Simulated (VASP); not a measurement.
# TaN (P-6m2) in VASP: further runs

Runs on TaN. Level: PBEsol. Tasks: single point.

Everything below comes from runs of VASP 6.6.1. Logs are shortened: lines on timing, memory, paths and dates and some standing lists are left out, and cuts for length are marked.

**1. The cell of the first run**

Symmetry: P-6m2, No. 187, hexagonal system. The conventional cell has a = 2.982 Å, b = 2.982 Å, c = 2.870 Å, α = 90.00°, β = 90.00°, γ = 120.00°. Ta (site symmetry -6m2) has 6 N at 2.24 Å and 8 Ta at 2.87 to 2.98 Å within 3.0 Å. Within 3.0 Å of N (site symmetry -6m2) lie 6 Ta at 2.24 Å and 8 N at 2.87 to 2.98 Å.

**2. Single point, PBEsol (volume 11.053 Å^3 an atom, c/a of the conventional cell 0.9623)**

The input, INCAR:

```
ALGO = Normal
EDIFF = 1E-6
ENCUT = 520
GGA = PS
ISIF = 2
ISMEAR = 0
LASPH = T
LCHARG = F
LREAL = F
LWAVE = F
NBANDS = 15
NELM = 60
PREC = Accurate
SIGMA = 0.15
```

The input, KPOINTS:

```
k-points
0
Gamma
  21 21 18
```

The input, POSCAR:

```
TaN
1.0
    2.9823344786      0.0000000000      0.0000000000
   -1.4911672393      2.5827774211      0.0000000000
    0.0000000000      0.0000000000      2.8699004687
Ta N
1 1
Direct
    0.3333333333      0.6666666667      0.5000000000
    0.0000000000      0.0000000000      0.0000000000
```

Potentials or basis: VASP PAW PBE potentials, release 64 (Ta_pv, N).

Launch:

```
> cat potpaw_PBE.64/Ta_pv/POTCAR potpaw_PBE.64/N/POTCAR > POTCAR
> mpirun -np 1 vasp_std > vasp.out
```

OUTCAR:

```text
EDIFF = 1E-6
   ENCUT = 520
   GGA = PS
   ISIF = 2
   ISMEAR = 0
   LASPH = T
   LREAL = F
   NELM = 60
   PREC = Accurate

 ion  position               nearest neighbor table
   1  0.333  0.667  0.500-   2 2.24   2 2.24   2 2.24   2 2.24   2 2.24   2 2.24
   2  0.000  0.000  0.000-   1 2.24   1 2.24   1 2.24   1 2.24   1 2.24   1 2.24

  LATTYP: Found a hexagonal cell.
 ALAT       =     2.9823344786
 C/A-ratio  =     0.9623000000

  Lattice vectors:

 A1 = (   2.9823344786,   0.0000000000,   0.0000000000)
 A2 = (  -1.4911672393,   2.5827774211,   0.0000000000)
 A3 = (   0.0000000000,   0.0000000000,   2.8699004687)

Analysis of symmetry for initial positions (statically):
=====================================================================
 Subroutine PRICEL returns:
 Original cell was already a primitive cell.

 Routine SETGRP: Setting up the symmetry group for a
 hexagonal supercell.

 Subroutine GETGRP returns: Found 12 space group operations
 (whereof 12 operations were pure point group operations)
 out of a pool of 24 trial point group operations.

The static configuration has the point symmetry D_3h.

Analysis of symmetry for dynamics (positions and initial velocities):
=====================================================================
 Subroutine PRICEL returns:
 Original cell was already a primitive cell.

 Routine SETGRP: Setting up the symmetry group for a
 hexagonal supercell.

 Subroutine GETGRP returns: Found 12 space group operations
 (whereof 12 operations were pure point group operations)
 out of a pool of 24 trial point group operations.

The dynamic configuration has the point symmetry D_3h.

 Subroutine INISYM returns: Found 12 space group operations
 (whereof 12 operations are pure point group operations),
 and found     1 'primitive' translations

----------------------------------------------------------------------------------------

                                     Primitive cell

  volume of cell :      22.1060

  direct lattice vectors                    reciprocal lattice vectors
     2.982334479  0.000000000  0.000000000     0.335307796  0.193590046  0.000000000
    -1.491167239  2.582777421  0.000000000     0.000000000  0.387180092  0.000000000
     0.000000000  0.000000000  2.869900469     0.000000000  0.000000000  0.348444140

  length of vectors
     2.982334479  2.982334479  2.869900469     0.387180092  0.387180092  0.348444140

  position of ions in fractional coordinates (direct lattice)
     0.333333333  0.666666667  0.500000000
     0.000000000  0.000000000  0.000000000

  ion indices of the primitive-cell ions
   primitive index   ion index
                 1           1
                 2           2

----------------------------------------------------------------------------------------

 KPOINTS: k-points

Automatic generation of k-mesh.
 Grid dimensions read from file:
 generate k-points for:   21   21   18

 Generating k-lattice:

  Cartesian coordinates                     Fractional coordinates (reciprocal lattice)
     0.015967038  0.009218574  0.000000000     0.047619048  0.000000000  0.000000000
     0.000000000  0.018437147  0.000000000     0.000000000  0.047619048  0.000000000
     0.000000000  0.000000000  0.019358008     0.000000000  0.000000000  0.055555556

  Length of vectors
     0.018437147  0.018437147  0.019358008

  Shift w.r.t. Gamma in fractional coordinates (k-lattice)
     0.000000000  0.000000000  0.000000000

 Subroutine IBZKPT returns following result:
 ===========================================

 Found    480 irreducible k-points:

 Following reciprocal coordinates:
            Coordinates               Weight
  0.000000  0.000000  0.000000      1.000000
  0.047619  0.000000  0.000000      6.000000
  0.095238  0.000000  0.000000      6.000000
  0.142857  0.000000  0.000000      6.000000
  0.190476  0.000000  0.000000      6.000000
  0.238095  0.000000  0.000000      6.000000
[... 16 lines left out ...]
  0.142857  0.095238  0.000000     12.000000
  0.190476  0.095238  0.000000     12.000000
 [... further k-points ...]
   k-points           NKPTS =    480   k-points in BZ     NKDIM =    480   number of bands    NBANDS=     15
   number of dos      NEDOS =    301   number of ions     NIONS =      2
   total plane-waves  NPLWV =  13824
   dimension x,y,z NGX =    24 NGY =   24 NGZ =   24
   dimension x,y,z NGXF=    48 NGYF=   48 NGZF=   48
   ions per type =               1   1
   NGX,Y,Z   is equivalent  to a cutoff of  13.38, 13.38, 13.90 a.u.
   NGXF,Y,Z  is equivalent  to a cutoff of  26.76, 26.76, 27.81 a.u.
 SYSTEM =  unknown system
   PREC   = accura    normal or accurate (medium, high low for compatibility)
   ISTART =      0    job   : 0-new  1-cont  2-samecut
   ICHARG =      2    charge: 1-file 2-atom 10-const
   ISPIN  =      1    spin polarized calculation?
   LNONCOLLINEAR =      F non collinear calculations
   LSORBIT =      F    spin-orbit coupling
   LASPH  =      T    aspherical Exc in radial PAW
   ENCUT  =  520.0 eV  38.22 Ry    6.18 a.u.   5.55  5.55  5.34*2*pi/ulx,y,z
   NELM   =     60;   NELMIN=  2; NELMDL= -5     # of ELM steps
   EDIFF  = 0.1E-05   stopping-criterion for ELM
   LREAL  =      F    real-space projection
   EDIFFG = 0.1E-04   stopping-criterion for IOM
   NSW    =      0    number of steps for IOM
   IBRION =     -1    ionic relax: 0-MD 1-quasi-New 2-CG
   NFREE  =      0    steps in history (QN), initial steepest desc. (CG)
   ISIF   =      2    stress and relaxation
   ISYM   =      2    0-nonsym 1-usesym 2-fastsym
   POTIM  = 0.5000    time-step for ionic-motion
   TEBEG  =    0.0;   TEEND  =   0.0 temperature during run
   PSTRESS=    0.0 pullay stress
   NELECT =      16.0000    total number of electrons
   NUPDOWN=      -1.0000    fix difference up-down
   EMIN   =  10.00;   EMAX   =-10.00  energy-range for DOS
   EFERMI =   0.00;   METHOD = LEGACY
   ISMEAR =     0;   SIGMA  =   0.15  broadening in eV -4-tet -1-fermi 0-gaus
   EFERMI_NEDOS =   21; number of points for ismear=-14 and -15
   IALGO  =     38    algorithm
   IMIX   =      4    mixing-type and parameters
     AMIX     =   0.40;   BMIX     =  1.00
     AMIX_MAG =   1.60;   BMIX_MAG =  1.00
  volume/ion in A,a.u.               =      11.05        74.59
  Fermi-wavevector in a.u.,A,eV,Ry     =   1.469867  2.777646 29.395518  2.160510
  Thomas-Fermi vector in A             =   2.585193
   LORBIT       =      0    0 simple, 1 ext, 2 COOP (PROOUT), +10 PAW based schemes
   GGA     = PS    functional components
   LHFCALC =     F    Hartree Fock is set to
   AEXX    =    0.0000 exact exchange contribution
   IVDW    =     0    specifies the selected vdW correction
   LEPSILON=     F    determine dielectric tensor
   LRPA    =     F    only Hartree local field effects (RPA)
 non-spin polarized calculation
 Gauss-broadening in eV      SIGMA  =   0.15
  energy-cutoff  :      520.00
  volume of cell :       22.11
 maximum number of plane-waves:       617
 NGX is ok and might be reduce to    24
   NGX = 11   NGY = 11   NGZ = 11

 number of electron      15.9999998 magnetization

 Free energy of the ion-electron system (eV)
  ---------------------------------------------------
  ext. energy  EPLUGINS =         0.00000000
  ---------------------------------------------------
  free energy    TOTEN  =       -23.76573749 eV

  energy without entropy =      -23.76491775  energy(sigma->0) =      -23.76532762

 E-fermi :   7.8198     XC(G=0): -13.3637

 val. band max:        7.7704799154   @ k =   0.0000   0.0000   0.4444
 cond. band min:       7.8340116176   @ k =   0.0476   0.0000   0.5000
 fundamental gap:      0.0635317022
 Fermi energy:         7.8197512398

 k-point     1 :       0.0000    0.0000    0.0000
  band No.  band energies     occupation
      1     -26.9675      2.00000
      2     -26.7864      2.00000
      3     -26.7864      2.00000
      4      -9.7324      2.00000
      5       3.2314      2.00000
      6       3.2314      2.00000
      7       3.7698      2.00000
      8       5.0784      2.00000
      9       9.7068      0.00000
     10      11.4208      0.00000
     11      11.4208      0.00000
     12      11.7124      0.00000
     13      11.7124      0.00000
     14      20.7046      0.00000
     15      21.1747      0.00000

 k-point     2 :       0.0476    0.0000    0.0000
  band No.  band energies     occupation
      1     -26.9648      2.00000
      2     -26.8081      2.00000
      3     -26.7910      2.00000
      4      -9.6872      2.00000
      5       3.0810      2.00000
      6       3.2663      2.00000
      7       3.8371      2.00000
      8       5.0123      2.00000
      9       9.8844      0.00000
     10      11.3199      0.00000
     11      11.4247      0.00000
     12      11.6899      0.00000
     13      11.7766      0.00000
     14      20.6923      0.00000
     15      21.1707      0.00000

 k-point     3 :       0.0952    0.0000    0.0000
  band No.  band energies     occupation
      1     -26.9571      2.00000
      2     -26.8708      2.00000
      3     -26.8045      2.00000
      4      -9.5551      2.00000
      5       2.7042      2.00000
      6       3.3671      2.00000
      7       4.0045      2.00000
      8       4.8279      2.00000
      9      10.3551      0.00000
     10      11.0566      0.00000
     11      11.4409      0.00000
     12      11.6253      0.00000
     13      11.9511      0.00000
     14      20.6582      0.00000
     15      21.1617      0.00000

 k-point     4 :       0.1429    0.0000    0.0000
  band No.  band energies     occupation
      1     -26.9679      2.00000
      2     -26.9449      2.00000
      3     -26.8256      2.00000
      4      -9.3464      2.00000
      5       2.2079      2.00000
      6       3.5233      2.00000
      7       4.2385      2.00000
      8       4.5598      2.00000
      9      10.6042      0.00000
     10      11.1109      0.00000
     11      11.4819      0.00000
     12      11.5261      0.00000
     13      12.1908      0.00000
     14      20.6212      0.00000
     15      21.1532      0.00000
[... 307 lines left out ...]
 k-point    22 :       0.0952    0.0952    0.0000
  band No.  band energies     occupation
      1     -27.0165      2.00000
      2     -26.9380      2.00000
      3     -26.8431      2.00000
      4      -9.2271      2.00000
      5       1.9799      2.00000
      6       3.5790      2.00000
      7       4.3686      2.00000
      8       4.4203      2.00000
      9      10.4187      0.00000
     10      11.4008      0.00000
     11      11.4303      0.00000
     12      11.5522      0.00000
     13      12.3834      0.00000
     14      20.6306      0.00000
     15      21.1518      0.00000

 k-point    23 :       0.1429    0.0952    0.0000
  band No.  band energies     occupation
      1     -27.1252      2.00000
      2     -26.9231      2.00000
      3     -26.8750      2.00000
      4      -8.9675      2.00000
      5       1.5201      2.00000
      6       3.7181      2.00000
      7       4.1378      2.00000
      8       4.6248      2.00000
      9      10.0683      0.00000
     10      11.2126      0.00000
     11      11.6842      0.00000
     12      12.1288      0.00000
     13      12.6817      0.00000
     14      20.6668      0.00000
     15      21.1505      0.00000

 k-point    24 :       0.1905    0.0952    0.0000
  band No.  band energies     occupation
      1     -27.2449      2.00000
      2     -26.9110      2.00000
      3     -26.9063      2.00000
      4      -8.6692      2.00000
      5       1.0671      2.00000
      6       3.8397      2.00000
      7       3.8470      2.00000
      8       4.8823      2.00000
      9       9.7965      0.00000
     10      11.0040      0.00000
     11      11.8874      0.00000
     12      12.8454      0.00000
     13      12.9670      0.00000
     14      20.7615      0.00000
     15      21.1559      0.00000

 [... further k-points ...]
[... 5 lines left out ...]
  --------------------------------------------------------------------------------------
  -------------------------------------------------------------------------------------
  Total       -2.1325395     -2.1325395     -0.6353269     -0.0000000     -0.0000000      0.0000000
  in kB     -154.5601382   -154.5601382    -46.0466123     -0.0000000     -0.0000000      0.0000000
  external PRESSURE =    -118.3889629 kB  Pullay stress =       0.0000000 kB

 VOLUME and BASIS-vectors are now :
 -----------------------------------------------------------------------------
  energy-cutoff  :      520.00
  volume of cell :       22.11
      direct lattice vectors                 reciprocal lattice vectors
     2.982334479  0.000000000  0.000000000     0.335307796  0.193590046  0.000000000
    -1.491167239  2.582777421  0.000000000     0.000000000  0.387180092  0.000000000
     0.000000000  0.000000000  2.869900469     0.000000000  0.000000000  0.348444140

 POSITION                                       TOTAL-FORCE (eV/Angst)
 -----------------------------------------------------------------------------------
     -0.00000      1.72185      1.43495        -0.000000      0.000000      0.000000
      0.00000      0.00000      0.00000         0.000000     -0.000000      0.000000
 -----------------------------------------------------------------------------------
    total drift:                                0.000000     -0.000000     -0.000000

  FREE ENERGIE OF THE ION-ELECTRON SYSTEM (eV)
  ---------------------------------------------------
  free  energy   TOTEN  =       -23.7657374866 eV

  energy  without entropy=      -23.7649177539  energy(sigma->0) =      -23.76532762
```

It took 87 s on 1 thread of Intel Xeon 6975P-C (Granite Rapids), shared host; peak memory 0.27 GiB.

What came out:

* Free energy: -23.7657 eV
* Pressure: -11.8 GPa
* Band gap on the k mesh: zero (band 8 reaches 8.09 eV, above the bottom of band 9 at 7.76 eV)

Caveat: the PAW data sets were made with another functional, which shifts forces and pressure a little; spin-orbit coupling is left out, which moves the levels of the heavy elements.

[end of part 1 of 2]
